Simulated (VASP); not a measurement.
# Zn4SeO3 in VASP: notebook

The runs below take Zn4SeO3 through single point, relaxation of cell and atoms, with PBE.

Everything below comes from runs of VASP 6.6.1. Logs are shortened: lines on timing, memory, paths and dates and some standing lists are left out, and cuts for length are marked.

### 1 The cell of the first run

The typed cell holds 16 atoms: a = 5.605 Å, b = 6.944 Å, c = 6.928 Å, α = 120.00°, β = 90.05°, γ = 90.02°.

### 2 Single point, PBE

INCAR reads:

```
ALGO = Normal ; EDIFF = 1E-6
ENCUT = 520 ; GGA = PE
ISIF = 2 ; ISMEAR = 0
LASPH = True ; LCHARG = True
LELF = True ; LREAL = Auto
LVHAR = True ; LWAVE = False
NBANDS = 86 ; NELM = 80
PREC = Accurate ; SIGMA = 0.1
```

KPOINTS reads:

```
k-points
0
Gamma
  4 3 3
```

POSCAR reads:

```
Zn4SeO3
1.0
   -0.0007643153     -0.0030487654      5.6047594908
    6.9444101176      0.0044528267     -0.0009401925
   -3.4683563594      5.9975584489     -0.0028004645
Zn Se O
8 2 6
Direct
    0.4488318405      0.3336366916      0.6668643509
    0.3589486512      0.2944288245      0.1473767461
    0.3591251510      0.8530044678      0.7054749099
    0.3590168824      0.8527939509      0.1473915329
    0.9488886560      0.6662233168      0.3328168556
    0.8591198790      0.1470822561      0.2946155445
    0.8589699594      0.7055293825      0.8524591452
    0.8589664997      0.1469680935      0.8524419799
    0.5104738559      0.6662886422      0.3330615612
    0.0104344234      0.3339064313      0.6673006468
    0.5029047141      0.1599709243      0.3203754535
    0.5028229204      0.1600683144      0.8396824642
    0.5028520546      0.6797564589      0.8397323198
    0.0028291197      0.3203116169      0.1603692075
    0.0029465265      0.8399997109      0.6796251077
    0.0028688662      0.8400309175      0.1604121743
```

Potentials or basis: VASP PAW PBE potentials, release 64 (Zn, Se, O).

Run with:

```console
$ cat potpaw_PBE.64/Zn/POTCAR potpaw_PBE.64/Se/POTCAR potpaw_PBE.64/O/POTCAR > POTCAR
$ mpirun -np 1 vasp_std > vasp.out
```

OUTCAR:

```text
EDIFF = 1E-6
   ENCUT = 520
   GGA = PE
   ISIF = 2
   ISMEAR = 0
   LASPH = True
   LREAL = Auto
   NELM = 80
   PREC = Accurate

 ion  position               nearest neighbor table
   1  0.449  0.334  0.667-  11 2.10  12 2.10  13 2.10  10 2.46
   2  0.359  0.294  0.147-  14 2.00  11 2.02  12 2.02   9 2.39
   3  0.359  0.853  0.705-  15 2.00  12 2.02  13 2.02   9 2.39
   4  0.359  0.853  0.147-  16 2.00  11 2.02  13 2.02   9 2.39
   5  0.949  0.666  0.333-  16 2.10  14 2.10  15 2.10   9 2.46
   6  0.859  0.147  0.295-  11 2.00  16 2.02  14 2.02  10 2.39
[... 8 lines left out ...]
  15  0.003  0.840  0.680-   3 2.00   7 2.02   8 2.02   5 2.10
  16  0.003  0.840  0.160-   4 2.00   7 2.02   6 2.02   5 2.10

  LATTYP: Found a triclinic cell.
 ALAT       =     6.9359284220
 B/A-ratio  =     1.0012230788
 C/A-ratio  =     0.8080764436
 COS(alpha) =     0.0002721061
 COS(beta)  =     0.0010783756
 COS(gamma) =     0.5017211621

  Lattice vectors:

 A1 = (   3.4760537582,   6.0020112756,  -0.0037406570)
 A2 = (   6.9444101176,   0.0044528267,  -0.0009401925)
 A3 = (   0.0007643153,   0.0030487654,  -5.6047594908)

Analysis of symmetry for initial positions (statically):
=====================================================================
 Subroutine PRICEL returns:
 Original cell was already a primitive cell.

 Routine SETGRP: Setting up the symmetry group for a
 triclinic supercell.

 Subroutine GETGRP returns: Found  1 space group operations
 (whereof  1 operations were pure point group operations)
 out of a pool of  2 trial point group operations.

The static configuration has the point symmetry C_1 .

Analysis of symmetry for dynamics (positions and initial velocities):
=====================================================================
 Subroutine PRICEL returns:
 Original cell was already a primitive cell.

 Routine SETGRP: Setting up the symmetry group for a
 triclinic supercell.

 Subroutine GETGRP returns: Found  1 space group operations
 (whereof  1 operations were pure point group operations)
 out of a pool of  2 trial point group operations.

The dynamic configuration has the point symmetry C_1 .

 Subroutine INISYM returns: Found  1 space group operations
 (whereof  1 operations are pure point group operations),
 and found     1 'primitive' translations

----------------------------------------------------------------------------------------

                                     Primitive cell

  volume of cell :     233.5219

  direct lattice vectors                    reciprocal lattice vectors
    -0.000764315 -0.003048765  5.604759491     0.000024094  0.000097244  0.178419844
     6.944410118  0.004452827 -0.000940193     0.143947344  0.083244019  0.000064911
    -3.468356359  5.997558449 -0.002800465    -0.000106860  0.166672761  0.000090649

  length of vectors
     5.604760372  6.944411609  6.928218460     0.178419872  0.166284120  0.166672820

  position of ions in fractional coordinates (direct lattice)
     0.448831840  0.333636692  0.666864351
     0.358948651  0.294428825  0.147376746
     0.359125151  0.853004468  0.705474910
     0.359016882  0.852793951  0.147391533
     0.948888656  0.666223317  0.332816856
     0.859119879  0.147082256  0.294615544
[... 8 lines left out ...]
     0.002946526  0.839999711  0.679625108
     0.002868866  0.840030918  0.160412174

  ion indices of the primitive-cell ions
   primitive index   ion index
                 1           1
                 2           2
                 3           3
                 4           4
                 5           5
                 6           6
[... 8 lines left out ...]
                15          15
                16          16

----------------------------------------------------------------------------------------

 KPOINTS: k-points

Automatic generation of k-mesh.
 Grid dimensions read from file:
 generate k-points for:    4    3    3

 Generating k-lattice:

  Cartesian coordinates                     Fractional coordinates (reciprocal lattice)
     0.000006023  0.000024311  0.044604961     0.250000000 -0.000000000  0.000000000
     0.047982448  0.027748006  0.000021637    -0.000000000  0.333333333  0.000000000
    -0.000035620  0.055557587  0.000030216     0.000000000 -0.000000000  0.333333333

  Length of vectors
     0.044604968  0.055428040  0.055557607

  Shift w.r.t. Gamma in fractional coordinates (k-lattice)
     0.000000000  0.000000000  0.000000000

 Subroutine IBZKPT returns following result:
 ===========================================

 Found     19 irreducible k-points:

 Following reciprocal coordinates:
            Coordinates               Weight
  0.000000  0.000000  0.000000      1.000000
  0.250000  0.000000 -0.000000      2.000000
  0.500000  0.000000 -0.000000      1.000000
 -0.000000  0.333333 -0.000000      2.000000
  0.250000  0.333333 -0.000000      2.000000
  0.500000  0.333333  0.000000      2.000000
[... 11 lines left out ...]
  0.500000 -0.333333  0.333333      2.000000
 -0.250000 -0.333333  0.333333      2.000000
   k-points           NKPTS =     19   k-points in BZ     NKDIM =     19   number of bands    NBANDS=     86
   number of dos      NEDOS =    301   number of ions     NIONS =     16
   total plane-waves  NPLWV = 122472
   dimension x,y,z NGX =    42 NGY =   54 NGZ =   54
   dimension x,y,z NGXF=    84 NGYF=  108 NGZF=  108
   ions per type =               8   2   6
   NGX,Y,Z   is equivalent  to a cutoff of  12.46, 12.93, 12.96 a.u.
   NGXF,Y,Z  is equivalent  to a cutoff of  24.92, 25.85, 25.92 a.u.
 SYSTEM =  unknown system
   PREC   = accura    normal or accurate (medium, high low for compatibility)
   ISTART =      0    job   : 0-new  1-cont  2-samecut
   ICHARG =      2    charge: 1-file 2-atom 10-const
   ISPIN  =      1    spin polarized calculation?
   LNONCOLLINEAR =      F non collinear calculations
   LSORBIT =      F    spin-orbit coupling
   LASPH  =      T    aspherical Exc in radial PAW
   ENCUT  =  520.0 eV  38.22 Ry    6.18 a.u.  10.42 12.91 12.88*2*pi/ulx,y,z
   NELM   =     80;   NELMIN=  2; NELMDL= -5     # of ELM steps
   EDIFF  = 0.1E-05   stopping-criterion for ELM
   LREAL  =      T    real-space projection
   EDIFFG = 0.1E-04   stopping-criterion for IOM
   NSW    =      0    number of steps for IOM
   IBRION =     -1    ionic relax: 0-MD 1-quasi-New 2-CG
   NFREE  =      0    steps in history (QN), initial steepest desc. (CG)
   ISIF   =      2    stress and relaxation
   ISYM   =      2    0-nonsym 1-usesym 2-fastsym
   POTIM  = 0.5000    time-step for ionic-motion
   TEBEG  =    0.0;   TEEND  =   0.0 temperature during run
   PSTRESS=    0.0 pullay stress
   NELECT =     144.0000    total number of electrons
   NUPDOWN=      -1.0000    fix difference up-down
   EMIN   =  10.00;   EMAX   =-10.00  energy-range for DOS
   EFERMI =   0.00;   METHOD = LEGACY
   ISMEAR =     0;   SIGMA  =   0.10  broadening in eV -4-tet -1-fermi 0-gaus
   EFERMI_NEDOS =   21; number of points for ismear=-14 and -15
   IALGO  =     38    algorithm
   IMIX   =      4    mixing-type and parameters
     AMIX     =   0.40;   BMIX     =  1.00
     AMIX_MAG =   1.60;   BMIX_MAG =  1.00
  volume/ion in A,a.u.               =      14.60        98.49
  Fermi-wavevector in a.u.,A,eV,Ry     =   1.393434  2.633209 26.417868  1.941659
  Thomas-Fermi vector in A             =   2.517081
   LORBIT       =      0    0 simple, 1 ext, 2 COOP (PROOUT), +10 PAW based schemes
   GGA     = PE    functional components
   LHFCALC =     F    Hartree Fock is set to
   AEXX    =    0.0000 exact exchange contribution
   IVDW    =     0    specifies the selected vdW correction
   LEPSILON=     F    determine dielectric tensor
   LRPA    =     F    only Hartree local field effects (RPA)
 non-spin polarized calculation
 Gauss-broadening in eV      SIGMA  =   0.10
  energy-cutoff  :      520.00
  volume of cell :      233.52
 maximum number of plane-waves:      6304
 NGX is ok and might be reduce to    42
   NGX = 21   NGY = 25   NGZ = 25

 number of electron     144.0000091 magnetization

 Free energy of the ion-electron system (eV)
  ---------------------------------------------------
  ext. energy  EPLUGINS =         0.00000000
  ---------------------------------------------------
  free energy    TOTEN  =       -64.22662102 eV

  energy without entropy =      -64.22662006  energy(sigma->0) =      -64.22662054

 E-fermi :   1.6199     XC(G=0): -10.3663

 val. band max:        1.3266941664   @ k =   0.0000   0.0000   0.0000
 cond. band min:       1.9047581877   @ k =   0.0000   0.0000   0.0000
 fundamental gap:      0.5780640213
 Fermi energy:         1.6198815904

 k-point     1 :       0.0000    0.0000    0.0000
  band No.  band energies     occupation
      1     -16.3371      2.00000
      2     -15.9739      2.00000
      3     -15.9715      2.00000
      4     -15.9369      2.00000
      5     -15.8021      2.00000
      6     -15.7994      2.00000
[... 76 lines left out ...]
     83       7.5086      0.00000
     84       7.9114      0.00000

 k-point     2 :       0.2500    0.0000   -0.0000
  band No.  band energies     occupation
      1     -16.2776      2.00000
      2     -15.9945      2.00000
      3     -15.9468      2.00000
      4     -15.9442      2.00000
      5     -15.8253      2.00000
      6     -15.8226      2.00000
[... 1468 lines left out ...]
     83       8.3269      0.00000
     84       8.3279      0.00000

 k-point    19 :      -0.2500   -0.3333    0.3333
  band No.  band energies     occupation
      1     -16.2196      2.00000
      2     -16.0116      2.00000
      3     -15.9504      2.00000
      4     -15.9466      2.00000
      5     -15.8640      2.00000
      6     -15.8224      2.00000
[... 76 lines left out ...]
     83       8.1114      0.00000
     84       8.7978      0.00000
 [bands above 84 left out]

------------------------ aborting loop because EDIFF is reached ----------------------------------------

  FORCE on cell =-STRESS in cart. coord.  units (eV):
  Direction    XX          YY          ZZ          XY          YZ          ZX
  --------------------------------------------------------------------------------------
  -------------------------------------------------------------------------------------
  Total        0.6929300      0.9269398      1.0017056     -0.0605876      0.0448787      0.0152344
  in kB        4.7541430      6.3596675      6.8726303     -0.4156873      0.3079095      0.1045218
  external PRESSURE =       5.9954803 kB  Pullay stress =       0.0000000 kB

 VOLUME and BASIS-vectors are now :
 -----------------------------------------------------------------------------
  energy-cutoff  :      520.00
  volume of cell :      233.52
      direct lattice vectors                 reciprocal lattice vectors
    -0.000764315 -0.003048765  5.604759491     0.000024094  0.000097244  0.178419844
     6.944410118  0.004452827 -0.000940193     0.143947344  0.083244019  0.000064911
    -3.468356359  5.997558449 -0.002800465    -0.000106860  0.166672761  0.000090649

 POSITION                                       TOTAL-FORCE (eV/Angst)
 -----------------------------------------------------------------------------------
      0.00364      3.99968      2.51341        -0.000065      0.001231     -0.002131
      1.53321      0.88412      2.01113         0.022906      0.012935      0.005529
      3.47650      4.23383      2.01003        -0.004578     -0.026843      0.003752
      5.41067      0.88669      2.01099        -0.022220      0.012147      0.006550
      3.47148      1.99616      5.31673         0.000379      0.003700     -0.002776
     -0.00109      1.76501      4.81420         0.000285      0.024570      0.006848
[... 8 lines left out ...]
      3.47612      4.07982      0.01382         0.000676     -0.022692     -0.012378
      5.27715      0.96581      0.01484        -0.018053      0.011266     -0.010739
 -----------------------------------------------------------------------------------
    total drift:                               -0.000056     -0.003160      0.023393

  FREE ENERGIE OF THE ION-ELECTRON SYSTEM (eV)
  ---------------------------------------------------
  free  energy   TOTEN  =       -64.2266210210 eV

  energy  without entropy=      -64.2266200615  energy(sigma->0) =      -64.22662054
```

Wall time 28 min (1 thread of Intel Xeon 8259CL, shared host); peak memory 0.48 GiB.

Results:

| Property | Result |
| --- | --- |
| Free energy | -64.2266 eV |
| Pressure | 0.6 GPa |
| Largest force | 0.027 eV/Å |
| Band gap on the k mesh | 0.58 eV |

Forces on the atoms (eV/Å):
```
Zn   0.000  0.001 -0.002
Zn   0.023  0.013  0.006
Zn  -0.005 -0.027  0.004
Zn  -0.022  0.012  0.007
Zn   0.000  0.004 -0.003
Zn   0.000  0.025  0.007
Zn  -0.021 -0.010  0.004
Zn   0.021 -0.012  0.007
Se   0.003 -0.002  0.016
Se  -0.004 -0.004  0.018
O    0.002  0.023 -0.010
O    0.022 -0.010 -0.008
O   -0.022 -0.012 -0.010
O    0.019  0.011 -0.011
O    0.001 -0.023 -0.012
O   -0.018  0.011 -0.011
```

Levels at points of the mesh, in eV from the valence-band top:
```csv
k point,band 68,band 69,band 70,band 71,band 72,band 73,band 74,band 75,band 76,band 77
"(0.00, 0.00, 0.00)",-0.28,-0.28,-0.27,-0.01,0.00,0.58,2.70,4.59,4.61,5.29
"(0.50, 0.00, 0.00)",-1.02,-0.20,-0.19,-0.18,-0.18,3.05,3.05,4.14,4.15,4.15
```

Caveat: semilocal functionals underestimate gaps, and a narrow one can read as zero.

### 3 Relaxation of cell and atoms, PBE

This run uses another cell than the first one, of 13.61 Å³/atom.

INCAR reads:

```
SYSTEM = Zn4SeO3
ALGO     = Normal         ! electronic algorithm
EDIFF    = 1E-6           ! SCF threshold, eV
EDIFFG   = -0.08          ! ionic threshold
ENCUT    = 600            ! plane-wave cutoff, eV
GGA      = PE             ! functional
IBRION   = 2              ! ionic algorithm
ISIF     = 3              ! what is computed and relaxed
ISMEAR   = 0              ! smearing method
LASPH    = .TRUE.         ! aspherical terms in the spheres
LCHARG   = .FALSE.        ! write CHGCAR
LREAL    = Auto         
LWAVE    = .FALSE.        ! write WAVECAR
NELM     = 100            ! most SCF steps
NSW      = 36             ! ionic steps
PREC     = Accurate       ! precision mode
SIGMA    = 0.15           ! smearing width, eV
```

KPOINTS reads:

```
k-points
0
G
  2 2 2
  0 0 0
```

POSCAR reads:

```
Zn4SeO3
1.0
    6.7500000000      0.0000000000      0.0000000000
   -3.3750000000      5.8456714800      0.0000000000
    0.0000000000      0.0000000000      5.5200000000
Zn Se O
8 2 6
Direct
    0.3333333300      0.6666666700      0.4200000000
    0.3334000000      0.1667000000      0.3750000000
    0.8333000000      0.6666000000      0.3750000000
    0.8333000000      0.1667000000      0.3750000000
    0.6666666700      0.3333333300      0.9200000000
    0.1667000000      0.3334000000      0.8750000000
    0.6666000000      0.8333000000      0.8750000000
    0.1667000000      0.8333000000      0.8750000000
    0.6666666700      0.3333333300      0.5000000000
    0.3333333300      0.6666666700      0.0000000000
    0.1667000000      0.3334000000      0.5000000000
    0.1667000000      0.8333000000      0.5000000000
    0.6666000000      0.8333000000      0.5000000000
    0.3334000000      0.1667000000      0.0000000000
    0.8333000000      0.6666000000      0.0000000000
    0.8333000000      0.1667000000      0.0000000000
```

Potentials or basis: VASP PAW PBE potentials, release 64 (Zn, Se, O).

Run with:

```console
$ cat potpaw_PBE.64/Zn/POTCAR potpaw_PBE.64/Se/POTCAR potpaw_PBE.64/O/POTCAR > POTCAR
$ mpirun -np 1 vasp_std > vasp.out
```

Wall time 13 min (1 thread of Intel Xeon Platinum 8259CL at 2.50GHz (Skylake/Cascade Lake), shared host); peak memory 0.43 GiB.

The run converged. Its results:

* Free energy: -64.0752 eV
* Relaxed volume: 14.67 Å³/atom
* Relaxed cell: a = 6.949 Å, b = 6.949 Å, c = 5.615 Å, α = 90.00°, β = 90.00°, γ = 120.00°
* Space group after relaxing (to 0.1 Å): P6_3mc (No. 186)
* Energy gained by relaxing: 263.3 meV/atom
* Ionic steps: 6
* Pressure after relaxing: 0.1 GPa
* Largest force after relaxing: 0.073 eV/Å
* Band gap on the k mesh: 0.56 eV

Forces in eV/Å, atoms in the order of the input:
```
Zn   0.000  0.000  0.056
Zn   0.034  0.020 -0.013
Zn   0.000 -0.040 -0.013
Zn  -0.034  0.020 -0.013
Zn   0.000  0.000  0.056
Zn   0.000  0.040 -0.013
Zn  -0.034 -0.020 -0.013
Zn   0.034 -0.020 -0.013
Se   0.000  0.000  0.022
Se   0.000  0.000  0.022
O    0.000 -0.072 -0.012
O   -0.062  0.036 -0.012
O    0.062  0.036 -0.012
O   -0.062 -0.036 -0.012
O    0.000  0.072 -0.012
O    0.062 -0.036 -0.012
```

Stress tensor (GPa, compression positive):
```
 0.25  0.00  0.00
 0.00  0.25  0.00
 0.00  0.00 -0.14
```

Step by step:
| step | energy change (eV) | largest force (eV/Å) | pressure (GPa) | volume (Å³) |
| --- | --- | --- | --- | --- |
| 1 | 0.0000 | 5.1820 | 15.27 | 217.81 |
| 2 | -2.9160 | 2.1483 | -7.88 | 261.18 |
| 3 | -3.6367 | 1.2824 | -3.03 | 244.16 |
| 4 | -4.0970 | 0.4794 | -0.95 | 237.36 |
| 5 | -4.1849 | 0.1668 | 0.92 | 232.69 |
| 6 | -4.2121 | 0.0728 | 0.12 | 234.77 |

Final structure:
```xyz
16
Lattice="6.9485 0.0000 0.0000 -3.4743 6.0176 0.0000 0.0000 0.0000 5.6148" Properties=species:S:1:pos:R:3 pbc="T T T"
Zn    0.0000    4.0117    2.5002
Zn    1.5316    0.8842    2.0216
Zn    3.4743    4.2491    2.0216
Zn    5.4170    0.8842    2.0216
Zn    3.4743    2.0059    5.3076
Zn    0.0000    1.7685    4.8290
Zn    1.9427    5.1333    4.8290
Zn   -1.9427    5.1333    4.8290
Se    3.4743    2.0059    2.8562
Se    0.0000    4.0117    0.0488
O     0.0000    1.9344    2.8278
O    -1.7990    5.0504    2.8278
O     1.7990    5.0504    2.8278
O     1.6752    0.9672    0.0204
O     3.4743    4.0832    0.0204
O     5.2733    0.9672    0.0204
```

Levels at points of the mesh, in eV from the valence-band top:
| k point | band 69 | band 70 | band 71 | band 72 | band 73 | band 74 | band 75 | band 76 |
| --- | --- | --- | --- | --- | --- | --- | --- | --- |
| (0.00, 0.00, 0.00) | -0.26 | -0.26 | 0.00 | 0.00 | 0.56 | 2.73 | 4.58 | 4.58 |
| (0.50, 0.00, 0.00) | -0.71 | -0.61 | -0.33 | -0.29 | 2.71 | 3.03 | 3.86 | 5.05 |
| (0.00, 0.00, 0.50) | -0.18 | -0.18 | -0.18 | -0.18 | 3.01 | 3.01 | 4.15 | 4.15 |
| (0.50, 0.00, 0.50) | -0.74 | -0.74 | -0.42 | -0.42 | 3.53 | 3.53 | 4.87 | 4.87 |

Caveat: the k points lie up to 0.56 Å⁻¹ apart in the final cell; semilocal functionals underestimate gaps, and a narrow one can read as zero; the relaxation stopped at a loose force limit of 0.08 eV/Å, so its end isn't a converged minimum.
